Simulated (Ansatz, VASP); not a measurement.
## HfB2: VASP beside Ansatz

Contents of INCAR:

```
PREC = Accurate
ENCUT = 520
EDIFF = 1E-8
ISMEAR = -1
SIGMA = 0.05
LREAL = F
LASPH = T
NELM = 80
ALGO = Normal
ISIF = 2
LWAVE = F
LCHARG = F
GGA = PE
LEFG = T
NBANDS = 15
```

The input KPOINTS:

```
regular mesh
0
Gamma
  13 13 11
```

The input POSCAR:

```
HfB2
1.0
    3.1504320712      0.0000000000      0.0000000000
   -1.5752160356      2.7283542065      0.0000000000
    0.0000000000      0.0000000000      3.4915615467
Hf B
1 2
Direct
    0.0000000000      0.0000000000      0.0000000000
    0.3333333333      0.6666666667      0.5000000000
    0.6666666667      0.3333333333      0.5000000000
```

Input for Ansatz:

```yaml
crystal:
  lattice:
    - [3.1504320712, 0.0, 0.0]
    - [-1.5752160356, 2.7283542065, 0.0]
    - [0.0, 0.0, 3.4915615467]
  atoms:
    - { symbol: Hf, position: [0.0, 0.0, 0.0] }
    - { symbol: B, position: [0.3333333333, 0.6666666667, 0.5] }
    - { symbol: B, position: [0.6666666667, 0.3333333333, 0.5] }
kpoints:
  mp_grid: { grid: [13, 13, 11] }
scf:
  occupations: { method: fermi_dirac, width: 0.05 }
hamiltonian:
  xc: pbe
  pseudopotentials: { kind: paw }
output:
  forces: true
  stress: true
  eigenvalues: true
  efg: { contact_densities: true }
```

Change from the starting cell: volume scaled by 1.01, PAW files.

Alike in both runs: task electric field gradients; functional PBE; k mesh 13 × 13 × 11; occupations fermi-dirac, width 0.05 eV; no spin polarisation.

|  | VASP | Ansatz |
| --- | --- | --- |
| version | VASP 6.6.1 | Ansatz 0.2.0 |
| potentials or method | VASP PAW PBE potentials, release 64 (Hf_pv, B) | PAW with Ansatz's default frozen-core files, scalar-relativistic |
| plane-wave cutoff (eV) | 520 | 420 |
| valence electrons in the cell | 16 | 32 |

|  | VASP | Ansatz | Ansatz less VASP |
| --- | --- | --- | --- |
| pressure (GPa) | -1.5 | -1.1 | +0.39 |
| traceless stress, the component that is largest in VASP (GPa) | 0.38 | 0.20 | -0.175 |
| size of Vzz on the site where it differs most (V/Å²) | 76.4 | 104.9 | +28.51 |

The functional is the same, so the differences come from potentials, cutoffs and numerics. VASP's potentials hold 16 valence electrons a cell and Ansatz's 32, so a difference there can come from the potentials and not from the codes.

Neither program's run includes spin-orbit coupling.
